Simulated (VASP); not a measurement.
# Ta (I4_1/amd) in VASP: notebook

Runs on Ta. Level: PBE. Tasks: single point, relaxation of cell and atoms.

Program: VASP 6.6.1. These are calculated values, not measurements. Logs are shortened: lines on timing, memory, paths and dates and some standing lists are left out, and cuts for length are marked.

## (1) The cell of the first run

It takes space group I4_1/amd (No. 141, tetragonal). Conventional cell: a = 5.182 Å, b = 5.182 Å, c = 2.827 Å, α = 90.00°, β = 90.00°, γ = 90.00°. Ta (site symmetry -4m2) has 10 Ta at 2.69 to 3.35 Å within 3.5 Å.

## (2) Single point, PBE

File INCAR:

```
SYSTEM = Ta
PREC     = Accurate       ! precision mode
ENCUT    = 520            ! plane-wave cutoff, eV
EDIFF    = 1E-7           ! SCF threshold, eV
ISMEAR   = 0              ! smearing method
SIGMA    = 0.1            ! smearing width, eV
LREAL    = .False.        ! projectors in reciprocal space
LASPH    = .True.         ! aspherical terms in the spheres
NELM     = 100            ! most SCF steps
ALGO     = Normal         ! electronic algorithm
ISIF     = 2              ! what is computed and relaxed
LWAVE    = .False.        ! write WAVECAR
LCHARG   = .False.        ! write CHGCAR
GGA      = PE             ! functional
NBANDS   = 18             ! bands
```

File KPOINTS:

```
Automatic mesh
0
Gamma
  8 8 8
  0 0 0
```

File POSCAR:

```
Ta
1.0
   -2.5910636501      2.5910636501      1.4134730508
    2.5910636501     -2.5910636501      1.4134730508
    2.5910636501      2.5910636501     -1.4134730508
Ta
2
Direct
    0.0000000000      0.0000000000      0.0000000000
    0.7500000000      0.2500000000      0.5000000000
```

Potentials or basis: VASP PAW PBE potentials, release 64 (Ta_pv).

Run with:

```bash
$ cat potpaw_PBE.64/Ta_pv/POTCAR > POTCAR
$ mpirun -np 1 vasp_std > vasp.out
```

OUTCAR:

```text
SYSTEM = Ta
   PREC = Accurate
   ENCUT = 520
   EDIFF = 1E-7
   ISMEAR = 0
   LREAL = .False.
   LASPH = .True.
   NELM = 100
   ISIF = 2
   GGA = PE

 ion  position               nearest neighbor table
   1  0.000  0.000  0.000-   2 2.69   2 2.69   2 2.69   2 2.69   2 3.35   2 3.35   2 3.35   2 3.35

   2  0.750  0.250  0.500-   1 2.69   1 2.69   1 2.69   1 2.69   1 3.35   1 3.35   1 3.35   1 3.35

  LATTYP: Found a body centered tetragonal cell.
 ALAT       =     5.1821273002
 C/A-ratio  =     0.5455184595

  Lattice vectors:

 A1 = (  -2.5910636501,   2.5910636501,   1.4134730508)
 A2 = (   2.5910636501,  -2.5910636501,   1.4134730508)
 A3 = (   2.5910636501,   2.5910636501,  -1.4134730508)

Analysis of symmetry for initial positions (statically):
=====================================================================
 Subroutine PRICEL returns:
 Original cell was already a primitive cell.

 Routine SETGRP: Setting up the symmetry group for a
 body centered tetragonal supercell.

 Subroutine GETGRP returns: Found 16 space group operations
 (whereof  8 operations were pure point group operations)
 out of a pool of 16 trial point group operations.

The static configuration has the point symmetry D_2d.
 The point group associated with its full space group is D_4h.

Analysis of symmetry for dynamics (positions and initial velocities):
=====================================================================
 Subroutine PRICEL returns:
 Original cell was already a primitive cell.

 Routine SETGRP: Setting up the symmetry group for a
 body centered tetragonal supercell.

 Subroutine GETGRP returns: Found 16 space group operations
 (whereof  8 operations were pure point group operations)
 out of a pool of 16 trial point group operations.

The dynamic configuration has the point symmetry D_2d.
 The point group associated with its full space group is D_4h.

 Subroutine INISYM returns: Found 16 space group operations
 (whereof  8 operations are pure point group operations),
 and found     1 'primitive' translations

----------------------------------------------------------------------------------------

                                     Primitive cell

  volume of cell :      37.9580

  direct lattice vectors                    reciprocal lattice vectors
    -2.591063650  2.591063650  1.413473051     0.000000000  0.192970945  0.353738615
     2.591063650 -2.591063650  1.413473051     0.192970945  0.000000000  0.353738615
     2.591063650  2.591063650 -1.413473051     0.192970945  0.192970945  0.000000000

  length of vectors
     3.927483640  3.927483640  3.927483640     0.402950113  0.402950113  0.272902127

  position of ions in fractional coordinates (direct lattice)
     0.000000000  0.000000000  0.000000000
     0.750000000  0.250000000  0.500000000

  ion indices of the primitive-cell ions
   primitive index   ion index
                 1           1
                 2           2

----------------------------------------------------------------------------------------

 KPOINTS: Automatic mesh

Automatic generation of k-mesh.
 Grid dimensions read from file:
 generate k-points for:    8    8    8

 Generating k-lattice:

  Cartesian coordinates                     Fractional coordinates (reciprocal lattice)
     0.000000000  0.024121368  0.044217327     0.125000000 -0.000000000  0.000000000
     0.024121368  0.000000000  0.044217327    -0.000000000  0.125000000  0.000000000
     0.024121368  0.024121368  0.000000000     0.000000000  0.000000000  0.125000000

  Length of vectors
     0.050368764  0.050368764  0.034112766

  Shift w.r.t. Gamma in fractional coordinates (k-lattice)
     0.000000000  0.000000000  0.000000000

 Subroutine IBZKPT returns following result:
 ===========================================

 Found     59 irreducible k-points:

 Following reciprocal coordinates:
            Coordinates               Weight
  0.000000  0.000000  0.000000      1.000000
  0.125000  0.000000  0.000000      8.000000
  0.250000  0.000000  0.000000      8.000000
  0.375000  0.000000  0.000000      8.000000
  0.500000  0.000000  0.000000      4.000000
  0.125000  0.125000  0.000000      8.000000
[... 16 lines left out ...]
  0.250000  0.125000  0.125000     16.000000
  0.375000  0.125000  0.125000      8.000000
 [... further k-points ...]
   k-points           NKPTS =     59   k-points in BZ     NKDIM =     59   number of bands    NBANDS=     18
   number of dos      NEDOS =    301   number of ions     NIONS =      2
   total plane-waves  NPLWV =  27000
   dimension x,y,z NGX =    30 NGY =   30 NGZ =   30
   dimension x,y,z NGXF=    60 NGYF=   60 NGZF=   60
   ions per type =               2
   NGX,Y,Z   is equivalent  to a cutoff of  12.70, 12.70, 12.70 a.u.
   NGXF,Y,Z  is equivalent  to a cutoff of  25.40, 25.40, 25.40 a.u.
 SYSTEM =  Ta
   PREC   = accura    normal or accurate (medium, high low for compatibility)
   ISTART =      0    job   : 0-new  1-cont  2-samecut
   ICHARG =      2    charge: 1-file 2-atom 10-const
   ISPIN  =      1    spin polarized calculation?
   LNONCOLLINEAR =      F non collinear calculations
   LSORBIT =      F    spin-orbit coupling
   LASPH  =      T    aspherical Exc in radial PAW
   ENCUT  =  520.0 eV  38.22 Ry    6.18 a.u.   7.30  7.30  7.30*2*pi/ulx,y,z
   NELM   =    100;   NELMIN=  2; NELMDL= -5     # of ELM steps
   EDIFF  = 0.1E-06   stopping-criterion for ELM
   LREAL  =      F    real-space projection
   EDIFFG = 0.1E-05   stopping-criterion for IOM
   NSW    =      0    number of steps for IOM
   IBRION =     -1    ionic relax: 0-MD 1-quasi-New 2-CG
   NFREE  =      0    steps in history (QN), initial steepest desc. (CG)
   ISIF   =      2    stress and relaxation
   ISYM   =      2    0-nonsym 1-usesym 2-fastsym
   POTIM  = 0.5000    time-step for ionic-motion
   TEBEG  =    0.0;   TEEND  =   0.0 temperature during run
   PSTRESS=    0.0 pullay stress
   NELECT =      22.0000    total number of electrons
   NUPDOWN=      -1.0000    fix difference up-down
   EMIN   =  10.00;   EMAX   =-10.00  energy-range for DOS
   EFERMI =   0.00;   METHOD = LEGACY
   ISMEAR =     0;   SIGMA  =   0.10  broadening in eV -4-tet -1-fermi 0-gaus
   EFERMI_NEDOS =   21; number of points for ismear=-14 and -15
   IALGO  =     38    algorithm
   IMIX   =      4    mixing-type and parameters
     AMIX     =   0.40;   BMIX     =  1.00
     AMIX_MAG =   1.60;   BMIX_MAG =  1.00
  volume/ion in A,a.u.               =      18.98       128.08
  Fermi-wavevector in a.u.,A,eV,Ry     =   1.364943  2.579368 25.348596  1.863069
  Thomas-Fermi vector in A             =   2.491215
   LORBIT       =      0    0 simple, 1 ext, 2 COOP (PROOUT), +10 PAW based schemes
   GGA     = PE    functional components
   LHFCALC =     F    Hartree Fock is set to
   AEXX    =    0.0000 exact exchange contribution
   IVDW    =     0    specifies the selected vdW correction
   LEPSILON=     F    determine dielectric tensor
   LRPA    =     F    only Hartree local field effects (RPA)
 non-spin polarized calculation
 Gauss-broadening in eV      SIGMA  =   0.10
  energy-cutoff  :      520.00
  volume of cell :       37.96
 maximum number of plane-waves:      1042
 NGX is ok and might be reduce to    30
   NGX = 15   NGY = 15   NGZ = 15

 number of electron      22.0000006 magnetization

 Free energy of the ion-electron system (eV)
  ---------------------------------------------------
  ext. energy  EPLUGINS =         0.00000000
  ---------------------------------------------------
  free energy    TOTEN  =       -22.09235174 eV

  energy without entropy =      -22.08194897  energy(sigma->0) =      -22.08715035

 E-fermi :   5.4020     XC(G=0): -12.2740

 val. band max:        5.3902897422   @ k =   0.3750   0.3750   0.0000
 cond. band min:       5.4057690583   @ k =   0.3750   0.2500   0.0000
 fundamental gap:      0.0154793161
 Fermi energy:         5.4020493952

 k-point     1 :       0.0000    0.0000    0.0000
  band No.  band energies     occupation
      1     -29.2283      2.00000
      2     -29.2283      2.00000
      3     -28.1058      2.00000
      4     -28.0885      2.00000
      5     -28.0555      2.00000
      6     -28.0555      2.00000
[... 10 lines left out ...]
     17      11.4409      0.00000
     18      11.9017      0.00000

 k-point     2 :       0.1250    0.0000    0.0000
  band No.  band energies     occupation
      1     -29.2167      2.00000
      2     -29.1673      2.00000
      3     -28.2618      2.00000
      4     -28.2301      2.00000
      5     -28.0767      2.00000
      6     -28.0455      2.00000
[... 10 lines left out ...]
     17      12.0096      0.00000
     18      12.9971      0.00000

 k-point     3 :       0.2500    0.0000    0.0000
  band No.  band energies     occupation
      1     -29.1878      2.00000
      2     -29.0347      2.00000
      3     -28.6078      2.00000
      4     -28.5135      2.00000
      5     -28.1747      2.00000
      6     -28.0217      2.00000
[... 10 lines left out ...]
     17      12.1950      0.00000
     18      14.7814      0.00000

 k-point     4 :       0.3750    0.0000    0.0000
  band No.  band energies     occupation
      1     -29.1582      2.00000
      2     -29.0569      2.00000
      3     -28.9072      2.00000
      4     -28.6189      2.00000
      5     -28.3077      2.00000
      6     -27.9982      2.00000
[... 10 lines left out ...]
     17      11.5707      0.00000
     18      14.1891      0.00000

 k-point     5 :       0.5000    0.0000    0.0000
  band No.  band energies     occupation
      1     -29.1560      2.00000
      2     -29.1457      2.00000
      3     -29.0153      2.00000
      4     -28.5301      2.00000
      5     -28.4118      2.00000
      6     -27.9887      2.00000
[... 10 lines left out ...]
     17      13.2655      0.00000
     18      14.0311      0.00000

 k-point     6 :       0.1250    0.1250    0.0000
  band No.  band energies     occupation
      1     -29.1412      2.00000
      2     -29.1319      2.00000
      3     -28.5686      2.00000
      4     -28.5422      2.00000
      5     -28.0810      2.00000
      6     -28.0595      2.00000
[... 10 lines left out ...]
     17      12.4754      0.00000
     18      14.7380      0.00000

 k-point     7 :       0.2500    0.1250    0.0000
  band No.  band energies     occupation
      1     -29.1510      2.00000
      2     -29.0660      2.00000
      3     -28.8576      2.00000
      4     -28.7605      2.00000
      5     -28.1562      2.00000
      6     -28.0421      2.00000
[... 10 lines left out ...]
     17      12.3192      0.00000
     18      14.5195      0.00000

 k-point     8 :       0.3750    0.1250    0.0000
  band No.  band energies     occupation
      1     -29.2145      2.00000
      2     -29.0684      2.00000
      3     -28.9941      2.00000
      4     -28.6692      2.00000
      5     -28.2784      2.00000
      6     -28.0230      2.00000
[... 10 lines left out ...]
     17      12.9034      0.00000
     18      13.9533      0.00000
[... 229 lines left out ...]
     17      10.1353      0.00000
     18      10.7986      0.00000

 k-point    20 :      -0.3750    0.3750    0.0000
  band No.  band energies     occupation
      1     -28.9278      2.00000
      2     -28.9252      2.00000
      3     -28.5287      2.00000
      4     -28.4803      2.00000
      5     -28.0492      2.00000
      6     -28.0065      2.00000
[... 10 lines left out ...]
     17      10.0831      0.00000
     18      10.3010      0.00000

 k-point    21 :       0.5000    0.5000    0.0000
  band No.  band energies     occupation
      1     -28.7332      2.00000
      2     -28.7332      2.00000
      3     -28.7131      2.00000
      4     -28.7131      2.00000
      5     -28.0258      2.00000
      6     -28.0258      2.00000
[... 10 lines left out ...]
     17      10.3533      0.00000
     18      10.3533      0.00000

 k-point    22 :       0.1250    0.1250    0.1250
  band No.  band energies     occupation
      1     -29.0732      2.00000
      2     -29.0365      2.00000
      3     -28.6022      2.00000
      4     -28.5338      2.00000
      5     -28.2009      2.00000
      6     -28.1241      2.00000
[... 10 lines left out ...]
     17      12.2405      0.00000
     18      13.0297      0.00000

 k-point    23 :       0.2500    0.1250    0.1250
  band No.  band energies     occupation
      1     -29.1470      2.00000
      2     -28.9928      2.00000
      3     -28.8589      2.00000
      4     -28.6208      2.00000
      5     -28.3126      2.00000
      6     -28.1322      2.00000
[... 10 lines left out ...]
     17      11.7398      0.00000
     18      13.0439      0.00000

 k-point    24 :       0.3750    0.1250    0.1250
  band No.  band energies     occupation
      1     -29.2248      2.00000
      2     -29.0622      2.00000
      3     -28.9037      2.00000
      4     -28.5017      2.00000
      5     -28.4442      2.00000
      6     -28.1227      2.00000
[... 10 lines left out ...]
     17      12.6148      0.00000
     18      13.7573      0.00000

 [... further k-points ...]

------------------------ aborting loop because EDIFF is reached ----------------------------------------

  FORCE on cell =-STRESS in cart. coord.  units (eV):
  Direction    XX          YY          ZZ          XY          YZ          ZX
  --------------------------------------------------------------------------------------
  -------------------------------------------------------------------------------------
  Total        1.9031713      1.9031713      0.4487768      0.0000000      0.0000000      0.0000000
  in kB       80.3312981     80.3312981     18.9425019      0.0000000      0.0000000      0.0000000
  external PRESSURE =      59.8683661 kB  Pullay stress =       0.0000000 kB

 VOLUME and BASIS-vectors are now :
 -----------------------------------------------------------------------------
  energy-cutoff  :      520.00
  volume of cell :       37.96
      direct lattice vectors                 reciprocal lattice vectors
    -2.591063650  2.591063650  1.413473051     0.000000000  0.192970945  0.353738615
     2.591063650 -2.591063650  1.413473051     0.192970945  0.000000000  0.353738615
     2.591063650  2.591063650 -1.413473051     0.192970945  0.192970945  0.000000000

 POSITION                                       TOTAL-FORCE (eV/Angst)
 -----------------------------------------------------------------------------------
      0.00000      0.00000      0.00000        -0.000000     -0.000000      0.000000
      0.00000      2.59106      0.70674         0.000000      0.000000     -0.000000
 -----------------------------------------------------------------------------------
    total drift:                                0.000000     -0.000000      0.000000

  FREE ENERGIE OF THE ION-ELECTRON SYSTEM (eV)
  ---------------------------------------------------
  free  energy   TOTEN  =       -22.0923517360 eV

  energy  without entropy=      -22.0819489676  energy(sigma->0) =      -22.08715035
```

Run time: 20 s. Hardware: 1 thread of Intel Xeon 6975P-C (Granite Rapids), shared host; peak memory 0.18 GiB.

What came out:

```
Free energy            : -22.0924 eV
Pressure               : 6.0 GPa
Band gap on the k mesh : zero (bands 11 and 12 overlap by 1.42 eV)
```

Caveat: the cell stands under pressure; spin-orbit coupling is left out, which moves the levels of the heavy elements.

(Continued in part 2 of 2.)
